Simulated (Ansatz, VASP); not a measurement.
# RbAgBr2: VASP beside Ansatz

```
CELL_PARAMETERS angstrom
4.51799 0.00000 0.00000
0.00000 4.51799 0.00000
0.00000 0.00000 6.35632
ATOMIC_POSITIONS crystal
Rb 0.00000 0.00000 0.00000
Br 0.00000 0.00000 0.50000
Br 0.50000 0.50000 0.00000
Ag 0.50000 0.50000 0.50000
```

Alike in both runs: task single point; functional PBE; k mesh 4 × 4 × 4; no spin polarisation.

|  | VASP | Ansatz |
| --- | --- | --- |
| version | VASP 6.6.1 | Ansatz 0.2.0 |
| potentials or method | VASP PAW PBE potentials, release 64 (Rb_sv, Br, Ag) | plane waves |
| plane-wave cutoff (eV) | 520 | 420 |
| occupations | gaussian, width 0.01 eV | fixed |
| valence electrons in the cell | 34 | 42 |

|  | VASP | Ansatz | Ansatz less VASP |
| --- | --- | --- | --- |
| gap on the k mesh at the Fermi level (eV) | 1.18 | 1.19 | +0.002 |
| pressure (GPa) | 0.9 | 0.8 | -0.03 |

VASP's potentials hold 34 valence electrons a cell and Ansatz's 42, so a difference there can come from the potentials and not from the codes.
